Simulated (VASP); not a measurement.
# BaTe (CsCl type) (Pm-3m) in VASP: further runs

Runs on BaTe (CsCl type). Level: PBE. Tasks: single point.

Program: VASP 6.6.1. These are calculated values, not measurements. Logs are shortened: lines on timing, memory, paths and dates and some standing lists are left out, and cuts for length are marked.

### 1 The cell of the first run

It takes space group Pm-3m (No. 221, cubic). The conventional cell has a = 4.156 Å, b = 4.156 Å, c = 4.156 Å, α = 90.00°, β = 90.00°, γ = 90.00°. Ba (site symmetry m-3m) has 8 Te at 3.60 Å and 6 Ba at 4.16 Å within 4.7 Å. Te (site symmetry m-3m) has 8 Ba at 3.60 Å and 6 Te at 4.16 Å within 4.7 Å.

### 2 Single point, PBE (35.90 Å³/atom)

File INCAR:

```
ALGO = Normal
EDIFF = 1E-6
ENCUT = 520
GGA = PE
ISIF = 2
ISMEAR = -1
LASPH = True
LCHARG = False
LREAL = False
LWAVE = False
NBANDS = 15
NELM = 100
PREC = Accurate
SIGMA = 0.05
```

File KPOINTS:

```
k-points
0
Gamma
  9 9 9
```

File POSCAR:

```
BaTe
1.0
    4.1564905238      0.0000000000      0.0000000000
    0.0000000000      4.1564905238      0.0000000000
    0.0000000000      0.0000000000      4.1564905238
Ba Te
1 1
Direct
    0.0000000000      0.0000000000      0.0000000000
    0.5000000000      0.5000000000      0.5000000000
```

Potentials or basis: VASP PAW PBE potentials, release 64 (Ba_sv, Te).

Run with:

```bash
cat potpaw_PBE.64/Ba_sv/POTCAR potpaw_PBE.64/Te/POTCAR > POTCAR
mpirun -np 1 vasp_std > vasp.out
```

OUTCAR:

```text
EDIFF = 1E-6
   ENCUT = 520
   GGA = PE
   ISIF = 2
   ISMEAR = -1
   LASPH = True
   LREAL = False
   NELM = 100
   PREC = Accurate

 ion  position               nearest neighbor table
   1  0.000  0.000  0.000-   2 3.60   2 3.60   2 3.60   2 3.60   2 3.60   2 3.60   2 3.60   2 3.60

   2  0.500  0.500  0.500-   1 3.60   1 3.60   1 3.60   1 3.60   1 3.60   1 3.60   1 3.60   1 3.60

  LATTYP: Found a simple cubic cell.
 ALAT       =     4.1564905238

  Lattice vectors:

 A1 = (   4.1564905238,   0.0000000000,   0.0000000000)
 A2 = (   0.0000000000,   4.1564905238,   0.0000000000)
 A3 = (   0.0000000000,   0.0000000000,   4.1564905238)

Analysis of symmetry for initial positions (statically):
=====================================================================
 Subroutine PRICEL returns:
 Original cell was already a primitive cell.

 Routine SETGRP: Setting up the symmetry group for a
 simple cubic supercell.

 Subroutine GETGRP returns: Found 48 space group operations
 (whereof 48 operations were pure point group operations)
 out of a pool of 48 trial point group operations.

The static configuration has the point symmetry O_h .

Analysis of symmetry for dynamics (positions and initial velocities):
=====================================================================
 Subroutine PRICEL returns:
 Original cell was already a primitive cell.

 Routine SETGRP: Setting up the symmetry group for a
 simple cubic supercell.

 Subroutine GETGRP returns: Found 48 space group operations
 (whereof 48 operations were pure point group operations)
 out of a pool of 48 trial point group operations.

The dynamic configuration has the point symmetry O_h .

 Subroutine INISYM returns: Found 48 space group operations
 (whereof 48 operations are pure point group operations),
 and found     1 'primitive' translations

----------------------------------------------------------------------------------------

                                     Primitive cell

  volume of cell :      71.8092

  direct lattice vectors                    reciprocal lattice vectors
     4.156490524  0.000000000  0.000000000     0.240587581  0.000000000  0.000000000
     0.000000000  4.156490524  0.000000000     0.000000000  0.240587581  0.000000000
     0.000000000  0.000000000  4.156490524     0.000000000  0.000000000  0.240587581

  length of vectors
     4.156490524  4.156490524  4.156490524     0.240587581  0.240587581  0.240587581

  position of ions in fractional coordinates (direct lattice)
     0.000000000  0.000000000  0.000000000
     0.500000000  0.500000000  0.500000000

  ion indices of the primitive-cell ions
   primitive index   ion index
                 1           1
                 2           2

----------------------------------------------------------------------------------------

 KPOINTS: k-points

Automatic generation of k-mesh.
 Grid dimensions read from file:
 generate k-points for:    9    9    9

 Generating k-lattice:

  Cartesian coordinates                     Fractional coordinates (reciprocal lattice)
     0.026731953  0.000000000  0.000000000     0.111111111  0.000000000  0.000000000
     0.000000000  0.026731953  0.000000000     0.000000000  0.111111111  0.000000000
     0.000000000  0.000000000  0.026731953     0.000000000  0.000000000  0.111111111

  Length of vectors
     0.026731953  0.026731953  0.026731953

  Shift w.r.t. Gamma in fractional coordinates (k-lattice)
     0.000000000  0.000000000  0.000000000

 Subroutine IBZKPT returns following result:
 ===========================================

 Found     35 irreducible k-points:

 Following reciprocal coordinates:
            Coordinates               Weight
  0.000000  0.000000  0.000000      1.000000
  0.111111  0.000000  0.000000      6.000000
  0.222222  0.000000  0.000000      6.000000
  0.333333  0.000000  0.000000      6.000000
  0.444444  0.000000  0.000000      6.000000
  0.111111  0.111111  0.000000     12.000000
[... 16 lines left out ...]
  0.333333  0.333333  0.111111     24.000000
  0.444444  0.333333  0.111111     48.000000
 [... further k-points ...]
   k-points           NKPTS =     35   k-points in BZ     NKDIM =     35   number of bands    NBANDS=     15
   number of dos      NEDOS =    301   number of ions     NIONS =      2
   total plane-waves  NPLWV =  32768
   dimension x,y,z NGX =    32 NGY =   32 NGZ =   32
   dimension x,y,z NGXF=    64 NGYF=   64 NGZF=   64
   ions per type =               1   1
   NGX,Y,Z   is equivalent  to a cutoff of  12.80, 12.80, 12.80 a.u.
   NGXF,Y,Z  is equivalent  to a cutoff of  25.60, 25.60, 25.60 a.u.
 SYSTEM =  unknown system
   PREC   = accura    normal or accurate (medium, high low for compatibility)
   ISTART =      0    job   : 0-new  1-cont  2-samecut
   ICHARG =      2    charge: 1-file 2-atom 10-const
   ISPIN  =      1    spin polarized calculation?
   LNONCOLLINEAR =      F non collinear calculations
   LSORBIT =      F    spin-orbit coupling
   LASPH  =      T    aspherical Exc in radial PAW
   ENCUT  =  520.0 eV  38.22 Ry    6.18 a.u.   7.73  7.73  7.73*2*pi/ulx,y,z
   NELM   =    100;   NELMIN=  2; NELMDL= -5     # of ELM steps
   EDIFF  = 0.1E-05   stopping-criterion for ELM
   LREAL  =      F    real-space projection
   EDIFFG = 0.1E-04   stopping-criterion for IOM
   NSW    =      0    number of steps for IOM
   IBRION =     -1    ionic relax: 0-MD 1-quasi-New 2-CG
   NFREE  =      0    steps in history (QN), initial steepest desc. (CG)
   ISIF   =      2    stress and relaxation
   ISYM   =      2    0-nonsym 1-usesym 2-fastsym
   POTIM  = 0.5000    time-step for ionic-motion
   TEBEG  =    0.0;   TEEND  =   0.0 temperature during run
   PSTRESS=    0.0 pullay stress
   NELECT =      16.0000    total number of electrons
   NUPDOWN=      -1.0000    fix difference up-down
   EMIN   =  10.00;   EMAX   =-10.00  energy-range for DOS
   EFERMI =   0.00;   METHOD = LEGACY
   ISMEAR =    -1;   SIGMA  =   0.05  broadening in eV -4-tet -1-fermi 0-gaus
   EFERMI_NEDOS =   21; number of points for ismear=-14 and -15
   IALGO  =     38    algorithm
   IMIX   =      4    mixing-type and parameters
     AMIX     =   0.40;   BMIX     =  1.00
     AMIX_MAG =   1.60;   BMIX_MAG =  1.00
  volume/ion in A,a.u.               =      35.90       242.30
  Fermi-wavevector in a.u.,A,eV,Ry     =   0.992479  1.875514 13.401939  0.985015
  Thomas-Fermi vector in A             =   2.124294
   LORBIT       =      0    0 simple, 1 ext, 2 COOP (PROOUT), +10 PAW based schemes
   GGA     = PE    functional components
   LHFCALC =     F    Hartree Fock is set to
   AEXX    =    0.0000 exact exchange contribution
   IVDW    =     0    specifies the selected vdW correction
   LEPSILON=     F    determine dielectric tensor
   LRPA    =     F    only Hartree local field effects (RPA)
 non-spin polarized calculation
  energy-cutoff  :      520.00
  volume of cell :       71.81
 maximum number of plane-waves:      1953
 NGX is ok and might be reduce to    32
   NGX = 15   NGY = 15   NGZ = 15

 number of electron      16.0000001 magnetization

 Free energy of the ion-electron system (eV)
  ---------------------------------------------------
  ext. energy  EPLUGINS =         0.00000000
  ---------------------------------------------------
  free energy    TOTEN  =        -8.24533381 eV

  energy without entropy =       -8.24531882  energy(sigma->0) =       -8.24532632

 E-fermi :   4.6899     XC(G=0):  -9.1008

 val. band max:        4.3142740610   @ k =   0.4444   0.4444   0.0000
 cond. band min:       5.0012278759   @ k =   0.0000   0.0000   0.0000
 fundamental gap:      0.6869538149
 Fermi energy:         4.6898691908

 k-point     1 :       0.0000    0.0000    0.0000
  band No.  band energies     occupation
      1     -23.6121      2.00000
      2      -8.6372      2.00000
      3      -8.6372      2.00000
      4      -8.6372      2.00000
      5      -6.2232      2.00000
      6       4.0275      2.00000
      7       4.0275      2.00000
      8       4.0275      2.00000
      9       5.0012      0.00394
     10       5.0012      0.00394
     11       7.2041      0.00000
     12       9.1057      0.00000
     13       9.1057      0.00000
     14       9.1057      0.00000
     15      13.0624      0.00000

 k-point     2 :       0.1111    0.0000    0.0000
  band No.  band energies     occupation
      1     -23.6078      2.00000
      2      -8.7436      2.00000
      3      -8.6293      2.00000
      4      -8.6293      2.00000
      5      -6.1021      2.00000
      6       3.2900      2.00000
      7       3.9526      2.00000
      8       3.9526      2.00000
      9       5.0764      0.00088
     10       5.5411      0.00000
     11       7.7383      0.00000
     12       9.1503      0.00000
     13       9.1587      0.00000
     14       9.1587      0.00000
     15      12.1620      0.00000

 k-point     3 :       0.2222    0.0000    0.0000
  band No.  band energies     occupation
      1     -23.5969      2.00000
      2      -8.9822      2.00000
      3      -8.6093      2.00000
      4      -8.6093      2.00000
      5      -5.8145      2.00000
      6       2.2105      2.00000
      7       3.7669      2.00000
      8       3.7669      2.00000
      9       5.2888      0.00001
     10       6.4935      0.00000
     11       8.7811      0.00000
     12       9.2699      0.00000
     13       9.3527      0.00000
     14       9.3527      0.00000
     15      10.9042      0.00000
[... 343 lines left out ...]
 k-point    23 :       0.3333    0.3333    0.1111
  band No.  band energies     occupation
      1     -23.5544      2.00000
      2      -9.0635      2.00000
      3      -8.9660      2.00000
      4      -8.6075      2.00000
      5      -5.4673      2.00000
      6       1.8554      2.00000
      7       2.3502      2.00000
      8       3.5340      2.00000
      9       6.2857      0.00000
     10       7.6340      0.00000
     11       7.6796      0.00000
     12       8.7738      0.00000
     13       9.2284      0.00000
     14      10.7532      0.00000
     15      12.8033      0.00000

 k-point    24 :       0.4444    0.3333    0.1111
  band No.  band energies     occupation
      1     -23.5467      2.00000
      2      -9.1316      2.00000
      3      -8.9579      2.00000
      4      -8.5933      2.00000
      5      -5.4718      2.00000
      6       1.7759      2.00000
      7       2.2913      2.00000
      8       3.6737      2.00000
      9       6.0588      0.00000
     10       7.3801      0.00000
     11       7.6071      0.00000
     12       8.7481      0.00000
     13       9.8130      0.00000
     14      11.0274      0.00000
     15      12.5001      0.00000

 [... further k-points ...]

------------------------ aborting loop because EDIFF is reached ----------------------------------------

  FORCE on cell =-STRESS in cart. coord.  units (eV):
  Direction    XX          YY          ZZ          XY          YZ          ZX
  --------------------------------------------------------------------------------------
  -------------------------------------------------------------------------------------
  Total        1.2856100      1.2856100      1.2856100      0.0000000     -0.0000000     -0.0000000
  in kB       28.6839816     28.6839816     28.6839816      0.0000000     -0.0000000     -0.0000000
  external PRESSURE =      28.6839816 kB  Pullay stress =       0.0000000 kB

 VOLUME and BASIS-vectors are now :
 -----------------------------------------------------------------------------
  energy-cutoff  :      520.00
  volume of cell :       71.81
      direct lattice vectors                 reciprocal lattice vectors
     4.156490524  0.000000000  0.000000000     0.240587581  0.000000000  0.000000000
     0.000000000  4.156490524  0.000000000     0.000000000  0.240587581  0.000000000
     0.000000000  0.000000000  4.156490524     0.000000000  0.000000000  0.240587581

 POSITION                                       TOTAL-FORCE (eV/Angst)
 -----------------------------------------------------------------------------------
      0.00000      0.00000      0.00000         0.000000      0.000000      0.000000
      2.07825      2.07825      2.07825         0.000000      0.000000      0.000000
 -----------------------------------------------------------------------------------
    total drift:                                0.000000      0.000000     -0.000000

  FREE ENERGIE OF THE ION-ELECTRON SYSTEM (eV)
  ---------------------------------------------------
  free  energy   TOTEN  =        -8.2453338142 eV

  energy  without entropy=       -8.2453188191  energy(sigma->0) =       -8.24532632
```

Run time: 26 s. Hardware: 1 thread of Intel Xeon Platinum 8259CL at 2.50GHz (Skylake/Cascade Lake), shared host; peak memory 0.19 GiB.

What came out:

- Free energy: -8.2453 eV
- Pressure: 2.9 GPa
- Band gap on the k mesh: 0.69 eV (least direct gap 0.97 eV)

Levels at points of the mesh, in eV from the valence-band top:
| k point | band 5 | band 6 | band 7 | band 8 | band 9 | band 10 | band 11 | band 12 |
| --- | --- | --- | --- | --- | --- | --- | --- | --- |
| (0.00, 0.00, 0.00) | -10.54 | -0.29 | -0.29 | -0.29 | 0.69 | 0.69 | 2.89 | 4.79 |

Caveat: spin-orbit coupling is left out, which moves the levels of the heavy elements; an odd mesh through Γ misses points on the zone boundary, where band edges can lie.

(Continued in part 2 of 2.)
